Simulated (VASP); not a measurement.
# Fe (I4/mmm) in VASP: single point with PBE-based screened hybrid with 25 % exact exchange

Aim: the single point of Fe with PBE-based screened hybrid with 25 % exact exchange.

Everything below comes from runs of VASP 6.6.1. Logs are shortened: lines on timing, memory, paths and dates and some standing lists are left out, and cuts for length are marked.

## (1) The cell of the first run

The structure is tetragonal, space group I4/mmm (No. 139). Conventional cell: a = 2.871 Å, b = 2.871 Å, c = 3.008 Å, α = 90.00°, β = 90.00°, γ = 90.00°. Within 3.3 Å of Fe (site symmetry 4/mmm) lie 14 Fe at 2.53 to 3.01 Å.

## (2) Single point, PBE-based screened hybrid with 25 % exact exchange, collinear spin, ferromagnetic start

Input file POSCAR:

```
Fe
1.0
    0.0000000000      2.0300246430      2.0300644846
    1.5040992661      0.0000000000      2.0300644846
    1.5040992661      2.0300246430      0.0000000000
Fe
1
Direct
    0.0000000000      0.0000000000      0.0000000000
```

Input file INCAR.step1:

```
PREC = Accurate
ENCUT = 520
EDIFF = 1E-5
ISMEAR = -1
SIGMA = 0.05
LREAL = False
LASPH = True
NELM = 150
ALGO = Normal
ISIF = 2
LWAVE = True
ISPIN = 2
MAGMOM = 3
LORBIT = 11
LMAXMIX = 4
GGA = PE
NBANDS = 14
```

Input file INCAR.step2:

```
PREC = Accurate
ENCUT = 520
EDIFF = 1E-6
ISMEAR = -1
SIGMA = 0.05
LREAL = False
LASPH = True
NELM = 150
ALGO = Normal
ISIF = 2
LWAVE = False
LCHARG = True
ISPIN = 2
MAGMOM = 3
LORBIT = 11
LMAXMIX = 4
GGA = PE
LHFCALC = True
AEXX = 0.25
HFSCREEN = 0.3
PRECFOCK = Normal
LELF = True
LVHAR = True
ISTART = 1
NBANDS = 14
```

Input file KPOINTS:

```
regular mesh
0
Gamma
  7 7 7
```

Potentials or basis: VASP PAW PBE potentials, release 64 (Fe).

Run with:

```
> cat potpaw_PBE.64/Fe/POTCAR > POTCAR
> cp INCAR.step1 INCAR
> mpirun -np 1 vasp_std > vasp.out
> cp INCAR.step2 INCAR
> mpirun -np 1 vasp_std > vasp.out
```

OUTCAR:

```text
PREC = Accurate
   ENCUT = 520
   EDIFF = 1E-6
   ISMEAR = -1
   LREAL = False
   LASPH = True
   NELM = 150
   ISIF = 2
   ISPIN = 2
   LORBIT = 11
   GGA = PE
   LHFCALC = True
   AEXX = 0.25
   HFSCREEN = 0.3
   PRECFOCK = Normal
   ISTART = 1

 ion  position               nearest neighbor table
   1  0.000  0.000  0.000-

  LATTYP: Found a face centered orthorhombic cell.
 ALAT       =     3.0081985322
 B/A-ratio  =     1.3496613480
 C/A-ratio  =     1.3496878367

  Lattice vectors:

 A1 = (   0.0000000000,   2.0300246430,   2.0300644846)
 A2 = (   1.5040992661,   0.0000000000,   2.0300644846)
 A3 = (   1.5040992661,   2.0300246430,   0.0000000000)

Analysis of symmetry for initial positions (statically):
=====================================================================
 Subroutine PRICEL returns:
 Original cell was already a primitive cell.

 Routine SETGRP: Setting up the symmetry group for a
 face centered orthorhombic supercell.

 Subroutine GETGRP returns: Found  8 space group operations
 (whereof  8 operations were pure point group operations)
 out of a pool of  8 trial point group operations.

The static configuration has the point symmetry D_2h.

Analysis of symmetry for dynamics (positions and initial velocities):
=====================================================================
 Subroutine PRICEL returns:
 Original cell was already a primitive cell.

 Routine SETGRP: Setting up the symmetry group for a
 face centered orthorhombic supercell.

 Subroutine GETGRP returns: Found  8 space group operations
 (whereof  8 operations were pure point group operations)
 out of a pool of  8 trial point group operations.

The dynamic configuration has the point symmetry D_2h.

Analysis of structural, dynamic, and magnetic symmetry:
=====================================================================
 Subroutine PRICEL returns:
 Original cell was already a primitive cell.

 Routine SETGRP: Setting up the symmetry group for a
 face centered orthorhombic supercell.

 Subroutine GETGRP returns: Found  8 space group operations
 (whereof  8 operations were pure point group operations)
 out of a pool of  8 trial point group operations.

The overall configuration has the point symmetry D_2h.

 Subroutine INISYM returns: Found  8 space group operations
 (whereof  8 operations are pure point group operations),
 and found     1 'primitive' translations

----------------------------------------------------------------------------------------

                                     Primitive cell

  volume of cell :      12.3970

  direct lattice vectors                    reciprocal lattice vectors
     0.000000000  2.030024643  2.030064485    -0.332424868  0.246302429  0.246297595
     1.504099266  0.000000000  2.030064485     0.332424868 -0.246302429  0.246297595
     1.504099266  2.030024643  0.000000000     0.332424868  0.246302429 -0.246297595

  length of vectors
     2.870916554  2.526554257  2.526522245     0.481491105  0.481491105  0.481491105

  position of ions in fractional coordinates (direct lattice)
     0.000000000  0.000000000  0.000000000

  ion indices of the primitive-cell ions
   primitive index   ion index
                 1           1

----------------------------------------------------------------------------------------

 KPOINTS: regular mesh

Automatic generation of k-mesh.
 Grid dimensions read from file:
 generate k-points for:    7    7    7

 Generating k-lattice:

  Cartesian coordinates                     Fractional coordinates (reciprocal lattice)
    -0.047489267  0.035186061  0.035185371     0.142857143  0.000000000  0.000000000
     0.047489267 -0.035186061  0.035185371     0.000000000  0.142857143  0.000000000
     0.047489267  0.035186061 -0.035185371     0.000000000  0.000000000  0.142857143

  Length of vectors
     0.068784444  0.068784444  0.068784444

  Shift w.r.t. Gamma in fractional coordinates (k-lattice)
     0.000000000  0.000000000  0.000000000

 Subroutine IBZKPT returns following result:
 ===========================================

 Found     64 irreducible k-points:
[... 35 lines left out ...]
   NGXF,Y,Z  is equivalent  to a cutoff of  27.80, 26.32, 26.32 a.u.
 SYSTEM =  unknown system
   PREC   = accura    normal or accurate (medium, high low for compatibility)
   ISTART =      1    job   : 0-new  1-cont  2-samecut
   ICHARG =      0    charge: 1-file 2-atom 10-const
   ISPIN  =      2    spin polarized calculation?
   LNONCOLLINEAR =      F non collinear calculations
   LSORBIT =      F    spin-orbit coupling
   LASPH  =      T    aspherical Exc in radial PAW
   ENCUT  =  520.0 eV  38.22 Ry    6.18 a.u.   5.34  4.70  4.70*2*pi/ulx,y,z
   NELM   =    150;   NELMIN=  2; NELMDL=  0     # of ELM steps
   EDIFF  = 0.1E-05   stopping-criterion for ELM
   LREAL  =      F    real-space projection
   EDIFFG = 0.1E-04   stopping-criterion for IOM
   NSW    =      0    number of steps for IOM
   IBRION =     -1    ionic relax: 0-MD 1-quasi-New 2-CG
   NFREE  =      0    steps in history (QN), initial steepest desc. (CG)
   ISIF   =      2    stress and relaxation
   ISYM   =      3    0-nonsym 1-usesym 2-fastsym
   POTIM  = 0.5000    time-step for ionic-motion
   TEBEG  =    0.0;   TEEND  =   0.0 temperature during run
   PSTRESS=    0.0 pullay stress
   NELECT =       8.0000    total number of electrons
   NUPDOWN=      -1.0000    fix difference up-down
   EMIN   =  10.00;   EMAX   =-10.00  energy-range for DOS
   EFERMI =   0.00;   METHOD = LEGACY
   ISMEAR =    -1;   SIGMA  =   0.05  broadening in eV -4-tet -1-fermi 0-gaus
   EFERMI_NEDOS =   21; number of points for ismear=-14 and -15
   IALGO  =     38    algorithm
   IMIX   =      1    mixing-type and parameters
     AMIX     =   0.40;   BMIX     =  1.00
     AMIX_MAG =   1.60;   BMIX_MAG =  1.00
  volume/ion in A,a.u.               =      12.40        83.66
  Fermi-wavevector in a.u.,A,eV,Ry     =   1.414704  2.673403 27.230533  2.001388
  Thomas-Fermi vector in A             =   2.536219
   LORBIT       =     11    0 simple, 1 ext, 2 COOP (PROOUT), +10 PAW based schemes
   GGA     = PE    functional components
   LHFCALC =     T    Hartree Fock is set to
   PRECFOCK=normal    Normal, Fast or Accurate (Low or Medium for compatibility)
   ENCUT4O =  -1.0   cutoff for four orbital integrals eV
   NKREDX  =     1    reduce k-point grid by
   NKREDY  =     1    reduce k-point grid by
   NKREDZ  =     1    reduce k-point grid by
   AEXX    =    0.2500 exact exchange contribution
   HFSCREEN=    0.3000 screening length (either q_TF or 0.3 A-1)
   HFSCREENC=   0.3000 screening length for correlation (either q_TF or 0.3 A-1)
   ENCUTFOCK=  -1.0 apply spherical cutoff to Coloumb kernel
   IVDW    =     0    specifies the selected vdW correction
   LEPSILON=     F    determine dielectric tensor
   LRPA    =     F    only Hartree local field effects (RPA)
 spin polarized calculation
  energy-cutoff  :      520.00
  volume of cell :       12.40
 maximum number of plane-waves:       344
 NGX is ok and might be reduce to    24
  NGX = 18; NGY = 16; NGZ = 16

 number of electron       8.0000002 magnetization       2.8825694

 Free energy of the ion-electron system (eV)
  ---------------------------------------------------
  ext. energy  EPLUGINS =         0.00000000
  ---------------------------------------------------
  free energy    TOTEN  =       -11.14556876 eV

  energy without entropy =      -11.14107554  energy(sigma->0) =      -11.14332215

 E-fermi :   5.3538     XC(G=0): -10.4467

 val. band max:        5.3517966989   @ k =  -0.4286   0.2857   0.2857
 cond. band min:       5.3641326072   @ k =  -0.4286   0.2857   0.1429
 fundamental gap:      0.0123359083
 Fermi energy:         5.3537575707

 spin component 1

 k-point     1 :       0.0000    0.0000    0.0000
  band No.  band energies     occupation
      1      -3.7402      1.00000
      2       0.3003      1.00000
      3       0.3004      1.00000
      4       0.3735      1.00000
      5       1.3241      1.00000
      6       1.5554      1.00000
      7      29.6787      0.00000
      8      30.5699      0.00000
      9      30.5703      0.00000
     10      34.5827      0.00000
     11      35.3101      0.00000
     12      35.9532      0.00000
     13      36.2417      0.00000
     14      36.2419      0.00000
[... 379 lines left out ...]
      3       0.4141      1.00000
      4       0.7150      1.00000
      5       0.9225      1.00000
      6       1.7956      1.00000
      7      25.2759      0.00000
      8      26.0267      0.00000
      9      27.5878      0.00000
     10      28.7065      0.00000
     11      34.1225      0.00000
     12      34.7100      0.00000
     13      36.8219      0.00000
     14      41.5019      0.00000

 [... further k-points ...]

 spin component 2

 k-point     1 :       0.0000    0.0000    0.0000
  band No.  band energies     occupation
      1      -4.2399      1.00000
      2       5.8588      0.00004
      3       5.8598      0.00004
      4       6.6826      0.00000
      5       8.3802      0.00000
      6       8.9803      0.00000
      7      28.8054      0.00000
      8      29.8635      0.00000
      9      29.8641      0.00000
     10      34.8147      0.00000
     11      35.2226      0.00000
     12      37.0108      0.00000
     13      37.4557      0.00000
     14      37.4558      0.00000
[... 379 lines left out ...]
      3       6.3778      0.00000
      4       6.4794      0.00000
      5       7.6012      0.00000
      6       9.0143      0.00000
      7      25.5590      0.00000
      8      26.7447      0.00000
      9      28.3138      0.00000
     10      28.8851      0.00000
     11      34.1720      0.00000
     12      35.0270      0.00000
     13      37.8868      0.00000
     14      42.2456      0.00000

 [... further k-points ...]

------------------------ aborting loop because EDIFF is reached ----------------------------------------

  FORCE on cell =-STRESS in cart. coord.  units (eV):
  Direction    XX          YY          ZZ          XY          YZ          ZX
  --------------------------------------------------------------------------------------
  -------------------------------------------------------------------------------------
  Total        0.0345393      0.0321808      0.0324959      0.0000000      0.0000000      0.0000000
  in kB        4.4638238      4.1590142      4.1997306      0.0000000      0.0000000      0.0000000
  external PRESSURE =       4.2741896 kB  Pullay stress =       0.0000000 kB

 VOLUME and BASIS-vectors are now :
 -----------------------------------------------------------------------------
  energy-cutoff  :      520.00
  volume of cell :       12.40
      direct lattice vectors                 reciprocal lattice vectors
     0.000000000  2.030024643  2.030064485    -0.332424868  0.246302429  0.246297595
     1.504099266  0.000000000  2.030064485     0.332424868 -0.246302429  0.246297595
     1.504099266  2.030024643  0.000000000     0.332424868  0.246302429 -0.246297595

 POSITION                                       TOTAL-FORCE (eV/Angst)
 -----------------------------------------------------------------------------------
      0.00000      0.00000      0.00000         0.000000      0.000000     -0.000000
 -----------------------------------------------------------------------------------
    total drift:                               -0.000018     -0.000004     -0.000029

  FREE ENERGIE OF THE ION-ELECTRON SYSTEM (eV)
  ---------------------------------------------------
  free  energy   TOTEN  =       -11.1455687590 eV

  energy  without entropy=      -11.1410755353  energy(sigma->0) =      -11.14332215

 total charge

# of ion       s       p       d       tot
------------------------------------------
    1        0.473   0.518   6.128   7.120

 magnetization (x)

# of ion       s       p       d       tot
------------------------------------------
    1       -0.032  -0.140   3.130   2.958
```

Run time: 2.7 h. Hardware: 1 thread of Oxide Virtual Turin-like, shared host; peak memory 0.22 GiB.

Results:

```
Free energy                                           : -11.1456 eV
Pressure                                              : 0.4 GPa
Net moment                                            : 2.88 μB per cell
Site moments                                          : Fe +2.96 μB
Valence electrons inside the program's atomic spheres : Fe 7.12
```

Caveat: the k points lie up to 0.43 Å⁻¹ apart; the PAW data sets were made with another functional, which shifts forces and pressure a little.
